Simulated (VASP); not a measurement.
A run of VASP 6.6.1:

INCAR

```
SYSTEM = Cd
  PREC = Accurate
  ENCUT = 520
  EDIFF = 1E-6
  ISMEAR = -1
  SIGMA = 0.1
  LREAL = .FALSE.
  LASPH = .TRUE.
  NELM = 80
  ALGO = Normal
  ISIF = 2
  LWAVE = .FALSE.
  LCHARG = .FALSE.
  GGA = RP
  NBANDS = 12
```

File KPOINTS:

```
Automatic mesh
0
G
  12 12 12
  0 0 0
```

Contents of POSCAR:

```
Cd
1.0
    3.0668510022      0.0000000000      0.0000000000
    0.0000000000      3.0668510022      0.0000000000
    0.0000000000      0.0000000000      3.0668510022
Cd
1
Direct
    0.0000000000      0.0000000000      0.0000000000
```

Potentials or basis: VASP PAW PBE potentials, release 64 (Cd).

Launch:

```sh
$ cat potpaw_PBE.64/Cd/POTCAR > POTCAR
$ mpirun -np 1 vasp_std > vasp.out
```

Hardware: 1 thread of Intel(R) Xeon(R) Platinum 8259CL CPU @ 2.50GHz (Skylake/Cascade Lake), with other jobs on the host.

Problem. How long does it take, and how much memory?

Solution. Wall time 11 s on 1 thread of Intel(R) Xeon(R) Platinum 8259CL CPU @ 2.50GHz (Skylake/Cascade Lake) (shared host), peak memory 0.15 GiB. Counts: scf iterations 11, k points 84.
